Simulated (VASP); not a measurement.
A run of VASP 6.6.1:

File INCAR:

```
PREC = Accurate
ENCUT = 600
EDIFF = 1E-6
ISMEAR = -1
SIGMA = 0.05
LREAL = False
LASPH = True
NELM = 200
ALGO = Normal
ISIF = 2
LWAVE = False
LCHARG = True
ISPIN = 2
MAGMOM = 7 0
LORBIT = 11
LMAXMIX = 6
GGA = PE
LELF = True
LVHAR = True
NBANDS = 23
GGA_COMPAT = False
```

The input KPOINTS:

```
Automatic mesh
0
Gamma
  5 5 3
```

File POSCAR:

```
GdO
1.0
    3.7893970000      0.0000000000      0.0000000000
   -1.8946980000      3.2817140000      0.0000000000
    0.0000000000      0.0000000000      5.1582600000
Gd O
1 1
Direct
    0.0000000000      0.0000000000      0.0000000000
    0.3333330000      0.6666670000      0.0000000000
```

Potentials or basis: VASP PAW PBE potentials, release 64 (Gd, O).

Command:

```bash
$ cat potpaw_PBE.64/Gd/POTCAR potpaw_PBE.64/O/POTCAR > POTCAR
$ mpirun -np 1 vasp_std > vasp.out
```

Hardware: 1 thread of Intel Xeon 8259CL, with other jobs on the host.

How long does it take, and how much memory?

Wall time 2.1 min on 1 thread of Intel Xeon 8259CL, on a shared host, peak memory 0.23 GiB. Counts: scf iterations 21, k points 10.
